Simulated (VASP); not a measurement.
Br: single point with PBE

The system is Br.

```xyz
4
Lattice="2.9841 -1.9090 0.0000 2.9841 1.9090 0.0000 0.0000 0.0000 8.2530" Properties=species:S:1:pos:R:3 pbc="T T T"
Br    2.9841    0.6596    3.1245
Br    2.9841    1.2495    7.2510
Br    2.9841   -0.6596    5.1285
Br    2.9841   -1.2495    1.0020
```

```yaml
Program: VASP 6.6.1
Task: single point
Functional: PBE
Potentials_or_basis: VASP PAW PBE potentials, release 64 (Br)
Cutoff: 520 eV
k_mesh: 7 × 7 × 3
Occupations: fermi-dirac, width 0.05 eV
Spin: no spin polarisation
Dipole_correction: no
Further_INCAR_settings: ALGO = Normal; EDIFF = 1e-06; NBANDS = 22
```

```yaml
Pressure: 10.0 GPa
Largest_force: 0.004 eV/Å
Band_gap_on_the_k_mesh: 1.05 eV, indirect (least direct gap 1.48 eV)
```

Forces on the atoms (eV/Å):
```
Br   0.000  0.003 -0.003
Br   0.000 -0.003 -0.003
Br   0.000 -0.003  0.003
Br   0.000  0.003  0.003
```

Levels at points of the mesh, in eV from the valence-band top:
```tsv
k point	band 11	band 12	band 13	band 14	band 15	band 16	band 17	band 18
(0.00, 0.00, 0.00)	-1.03	-0.91	-0.19	0.00	1.54	2.52	5.94	7.02
```

Wall time 41 s on 1 thread of Oxide Virtual Turin-like Processor (shared host), peak memory 0.19 GiB.

A k mesh can miss the band edges.
